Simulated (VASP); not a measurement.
# Rh (P6_3/mmc) in VASP: relaxation of cell and atoms with LDA

Aim: the relaxation of cell and atoms of Rh with LDA.

Everything below comes from runs of VASP 6.6.1. Logs are shortened: lines on timing, memory, paths and dates and some standing lists are left out, and cuts for length are marked.

## Step 1: The cell of the first run

Symmetry: P6_3/mmc, No. 194, hexagonal system. The conventional cell has a = 2.689 Å, b = 2.689 Å, c = 8.783 Å, α = 90.00°, β = 90.00°, γ = 120.00°. Within 3.5 Å of Rh (site symmetry -3m) lie 12 Rh at 2.69 Å. Rh (site symmetry -6m2) has 12 Rh at 2.69 Å within 3.5 Å.

This isn't the form of Rh at room conditions, which is fcc.

## Step 2: Relaxation of cell and atoms, LDA

Input file INCAR:

```
SYSTEM = Rh
PREC = Accurate
ENCUT = 600
EDIFF = 1E-6
ISMEAR = -1
SIGMA = 0.1
LREAL = .FALSE.
LASPH = .TRUE.
NELM = 60
ALGO = Normal
ISIF = 3
LWAVE = .FALSE.
LCHARG = .FALSE.
GGA = CA
IBRION = 2
NSW = 80
EDIFFG = -0.01
```

Input file KPOINTS:

```
Automatic mesh
0
G
  13 13 4
  0 0 0
```

Input file POSCAR:

```
Rh
1.0
    2.6891940459      0.0000000000      0.0000000000
   -1.3445970229      2.3289103594      0.0000000000
    0.0000000000      0.0000000000      8.7829077538
Rh
4
Direct
    0.0000000000      0.0000000000      0.0000000000
    0.0000000000      0.0000000000      0.5000000000
    0.3333333333      0.6666666667      0.2500000000
    0.6666666667      0.3333333333      0.7500000000
```

Potentials or basis: VASP PAW LDA potentials, release 64 (Rh_pv).

The run is started by

```console
cat potpaw_LDA.64/Rh_pv/POTCAR > POTCAR
mpirun -np 1 vasp_std > vasp.out
```

OUTCAR:

```text
SYSTEM = Rh
   PREC = Accurate
   ENCUT = 600
   EDIFF = 1E-6
   ISMEAR = -1
   LREAL = .FALSE.
   LASPH = .TRUE.
   NELM = 60
   ISIF = 3
   GGA = CA
   IBRION = 2
   NSW = 80
   EDIFFG = -0.01

 ion  position               nearest neighbor table
   1  0.000  0.000  0.000-   3 2.69   4 2.69   3 2.69   4 2.69   4 2.69   3 2.69
   2  0.000  0.000  0.500-   3 2.69   4 2.69   3 2.69   4 2.69   4 2.69   3 2.69
   3  0.333  0.667  0.250-   1 2.69   2 2.69   1 2.69   2 2.69   1 2.69   2 2.69
   4  0.667  0.333  0.750-   1 2.69   2 2.69   1 2.69   2 2.69   1 2.69   2 2.69

  LATTYP: Found a hexagonal cell.
 ALAT       =     2.6891940459
 C/A-ratio  =     3.2660000000

  Lattice vectors:

 A1 = (   2.6891940459,   0.0000000000,   0.0000000000)
 A2 = (  -1.3445970229,   2.3289103594,   0.0000000000)
 A3 = (   0.0000000000,   0.0000000000,   8.7829077538)

Analysis of symmetry for initial positions (statically):
=====================================================================
 Subroutine PRICEL returns:
 Original cell was already a primitive cell.

 Routine SETGRP: Setting up the symmetry group for a
 hexagonal supercell.

 Subroutine GETGRP returns: Found 24 space group operations
 (whereof 12 operations were pure point group operations)
 out of a pool of 24 trial point group operations.

The static configuration has the point symmetry D_3d.
 The point group associated with its full space group is D_6h.

Analysis of symmetry for dynamics (positions and initial velocities):
=====================================================================
 Subroutine PRICEL returns:
 Original cell was already a primitive cell.

 Routine SETGRP: Setting up the symmetry group for a
 hexagonal supercell.

 Subroutine GETGRP returns: Found 24 space group operations
 (whereof 12 operations were pure point group operations)
 out of a pool of 24 trial point group operations.

The dynamic configuration has the point symmetry D_3d.
 The point group associated with its full space group is D_6h.

 Subroutine INISYM returns: Found 24 space group operations
 (whereof 12 operations are pure point group operations),
 and found     1 'primitive' translations

----------------------------------------------------------------------------------------

                                     Primitive cell

  volume of cell :      55.0064

  direct lattice vectors                    reciprocal lattice vectors
     2.689194046  0.000000000  0.000000000     0.371858625  0.214692677  0.000000000
    -1.344597023  2.328910359  0.000000000     0.000000000  0.429385354  0.000000000
     0.000000000  0.000000000  8.782907754     0.000000000  0.000000000  0.113857509

  length of vectors
     2.689194046  2.689194046  8.782907754     0.429385354  0.429385354  0.113857509

  position of ions in fractional coordinates (direct lattice)
     0.000000000  0.000000000  0.000000000
     0.000000000  0.000000000  0.500000000
     0.333333333  0.666666667  0.250000000
     0.666666667  0.333333333  0.750000000

  ion indices of the primitive-cell ions
   primitive index   ion index
                 1           1
                 2           2
                 3           3
                 4           4

----------------------------------------------------------------------------------------

 KPOINTS: Automatic mesh

Automatic generation of k-mesh.
 Grid dimensions read from file:
 generate k-points for:   13   13    4

 Generating k-lattice:

  Cartesian coordinates                     Fractional coordinates (reciprocal lattice)
     0.028604510  0.016514821  0.000000000     0.076923077  0.000000000  0.000000000
     0.000000000  0.033029643  0.000000000     0.000000000  0.076923077  0.000000000
     0.000000000  0.000000000  0.028464377     0.000000000  0.000000000  0.250000000

  Length of vectors
     0.033029643  0.033029643  0.028464377

  Shift w.r.t. Gamma in fractional coordinates (k-lattice)
     0.000000000  0.000000000  0.000000000

 Subroutine IBZKPT returns following result:
 ===========================================

 Found     63 irreducible k-points:

 Following reciprocal coordinates:
            Coordinates               Weight
  0.000000  0.000000  0.000000      1.000000
  0.076923  0.000000  0.000000      6.000000
  0.153846  0.000000  0.000000      6.000000
  0.230769  0.000000  0.000000      6.000000
  0.307692  0.000000  0.000000      6.000000
  0.384615  0.000000  0.000000      6.000000
[... 16 lines left out ...]
  0.076923  0.000000  0.250000     12.000000
  0.153846  0.000000  0.250000     12.000000
 [... further k-points ...]
   k-points           NKPTS =     63   k-points in BZ     NKDIM =     63   number of bands    NBANDS=     36
   number of dos      NEDOS =    301   number of ions     NIONS =      4
   total plane-waves  NPLWV =  40320
   dimension x,y,z NGX =    24 NGY =   24 NGZ =   70
   dimension x,y,z NGXF=    48 NGYF=   48 NGZF=  140
   ions per type =               4
   NGX,Y,Z   is equivalent  to a cutoff of  14.84, 14.84, 13.25 a.u.
   NGXF,Y,Z  is equivalent  to a cutoff of  29.67, 29.67, 26.50 a.u.
 SYSTEM =  Rh
   PREC   = accura    normal or accurate (medium, high low for compatibility)
   ISTART =      0    job   : 0-new  1-cont  2-samecut
   ICHARG =      2    charge: 1-file 2-atom 10-const
   ISPIN  =      1    spin polarized calculation?
   LNONCOLLINEAR =      F non collinear calculations
   LSORBIT =      F    spin-orbit coupling
   LASPH  =      T    aspherical Exc in radial PAW
   ENCUT  =  600.0 eV  44.10 Ry    6.64 a.u.   5.37  5.37 17.54*2*pi/ulx,y,z
   NELM   =     60;   NELMIN=  2; NELMDL= -5     # of ELM steps
   EDIFF  = 0.1E-05   stopping-criterion for ELM
   LREAL  =      F    real-space projection
   EDIFFG = -.1E-01   stopping-criterion for IOM
   NSW    =     80    number of steps for IOM
   IBRION =      2    ionic relax: 0-MD 1-quasi-New 2-CG
   NFREE  =      1    steps in history (QN), initial steepest desc. (CG)
   ISIF   =      3    stress and relaxation
   ISYM   =      2    0-nonsym 1-usesym 2-fastsym
   POTIM  = 0.5000    time-step for ionic-motion
   TEBEG  =    0.0;   TEEND  =   0.0 temperature during run
   PSTRESS=    0.0 pullay stress
   NELECT =      60.0000    total number of electrons
   NUPDOWN=      -1.0000    fix difference up-down
   EMIN   =  10.00;   EMAX   =-10.00  energy-range for DOS
   EFERMI =   0.00;   METHOD = LEGACY
   ISMEAR =    -1;   SIGMA  =   0.10  broadening in eV -4-tet -1-fermi 0-gaus
   EFERMI_NEDOS =   21; number of points for ismear=-14 and -15
   IALGO  =     38    algorithm
   IMIX   =      4    mixing-type and parameters
     AMIX     =   0.40;   BMIX     =  1.00
     AMIX_MAG =   1.60;   BMIX_MAG =  1.00
  volume/ion in A,a.u.               =      13.75        92.80
  Fermi-wavevector in a.u.,A,eV,Ry     =   1.685211  3.184586 38.639656  2.839935
  Thomas-Fermi vector in A             =   2.768095
   LORBIT       =      0    0 simple, 1 ext, 2 COOP (PROOUT), +10 PAW based schemes
   GGA     = CA    functional components
   LHFCALC =     F    Hartree Fock is set to
   AEXX    =    0.0000 exact exchange contribution
   IVDW    =     0    specifies the selected vdW correction
   LEPSILON=     F    determine dielectric tensor
   LRPA    =     F    only Hartree local field effects (RPA)
 conjugate gradient relaxation of ions
 non-spin polarized calculation
  energy-cutoff  :      600.00
  volume of cell :       55.01
 maximum number of plane-waves:      1895
 NGX is ok and might be reduce to    24
   NGX = 11   NGY = 11   NGZ = 35

--------------------------------------- Ionic step        1  -------------------------------------------

 number of electron      59.9999980 magnetization

 Free energy of the ion-electron system (eV)
  ---------------------------------------------------
  ext. energy  EPLUGINS =         0.00000000
  ---------------------------------------------------
  free energy    TOTEN  =       -34.68958005 eV

  energy without entropy =      -34.49727879  energy(sigma->0) =      -34.59342942

------------------------ aborting loop because EDIFF is reached ----------------------------------------

  FORCE on cell =-STRESS in cart. coord.  units (eV):
  Direction    XX          YY          ZZ          XY          YZ          ZX
  --------------------------------------------------------------------------------------
  -------------------------------------------------------------------------------------
  Total       -3.2832828     -3.2832828     -3.4482589     -0.0000000      0.0000000      0.0000000
  in kB      -95.6325289    -95.6325289   -100.4378040     -0.0000000      0.0000000      0.0000000
  external PRESSURE =     -97.2342873 kB  Pullay stress =       0.0000000 kB
[... 251 lines left out ...]
  energy  without entropy=      -34.5650638218  energy(sigma->0) =      -34.65583820

--------------------------------------- Ionic step        8  -------------------------------------------

 number of electron      60.0000001 magnetization

 Free energy of the ion-electron system (eV)
  ---------------------------------------------------
  ext. energy  EPLUGINS =         0.00000000
  ---------------------------------------------------
  free energy    TOTEN  =       -34.74661586 eV

  energy without entropy =      -34.56508352  energy(sigma->0) =      -34.65584969

 E-fermi :  12.3693     XC(G=0): -14.5650

 val. band max:       12.3675230392   @ k =   0.1538   0.0000   0.0000
 cond. band min:      12.3761595091   @ k =   0.3846   0.0000   0.2500
 fundamental gap:      0.0086364699
 Fermi energy:        12.3693096714

 k-point     1 :       0.0000    0.0000    0.0000
  band No.  band energies     occupation
      1     -34.7127      2.00000
      2     -34.3026      2.00000
      3     -34.3002      2.00000
      4     -33.9899      2.00000
      5     -33.9899      2.00000
      6     -33.9427      2.00000
[... 925 lines left out ...]
     35      13.3632      0.00010
     36      15.7315      0.00000

 [... further k-points ...]
[... 5 lines left out ...]
  --------------------------------------------------------------------------------------
  -------------------------------------------------------------------------------------
  Total       -0.0128831     -0.0128831      0.0136804     -0.0000000      0.0000000      0.0000000
  in kB       -0.3880942     -0.3880942      0.4121104     -0.0000000      0.0000000      0.0000000
  external PRESSURE =      -0.1213593 kB  Pullay stress =       0.0000000 kB
[... 19 lines left out ...]
  FREE ENERGIE OF THE ION-ELECTRON SYSTEM (eV)
  ---------------------------------------------------
  free  energy   TOTEN  =       -34.7466158627 eV

  energy  without entropy=      -34.5650835207  energy(sigma->0) =      -34.65584969

 reached required accuracy - stopping structural energy minimisation
```

Run time: 8.1 min. Hardware: 1 thread of Oxide Virtual Turin-like, shared host; peak memory 0.21 GiB.

Results:

| Quantity | Value |
| --- | --- |
| Free energy | -34.7466 eV |
| Relaxed volume | 13.30 Å³/atom |
| Relaxed cell | a = 2.660 Å, b = 2.660 Å, c = 8.677 Å, α = 90.00°, β = 90.00°, γ = 120.00° |
| Space group after relaxing (to 0.1 Å) | P6_3/mmc (No. 194) |
| Energy gained by relaxing | 14.3 meV/atom |
| Ionic steps | 8 |
| Pressure after relaxing | 0.0 GPa |
| Band gap on the k mesh | zero (bands 30 and 31 overlap by 1.91 eV) |

Step by step:
```tsv
step	energy change (eV)	largest force (eV/Å)	pressure (GPa)	volume (Å³)
1	0.0000	0.0000	-9.72	55.01
2	0.4022	0.0000	35.33	48.63
3	-0.0570	0.0000	-0.37	53.25
4	-0.0570	0.0000	-0.06	53.19
5	-0.0570	0.0000	0.16	53.16
6	-0.0570	0.0000	-0.38	53.24
7	-0.0570	0.0000	-0.04	53.19
8	-0.0570	0.0000	-0.01	53.19
```

Final structure:
```yaml
crystal:
  lattice:
    - [2.66042, 0.00000, 0.00000]
    - [-1.33021, 2.30399, 0.00000]
    - [0.00000, 0.00000, 8.67691]
  atoms:
    - { symbol: Rh, position: [0.00000, 0.00000, 0.00000] }
    - { symbol: Rh, position: [0.00000, 0.00000, 0.50000] }
    - { symbol: Rh, position: [0.33333, 0.66667, 0.25000] }
    - { symbol: Rh, position: [0.66667, 0.33333, 0.75000] }
```

Caveat: the highest band is partly filled, so the run has too few bands.
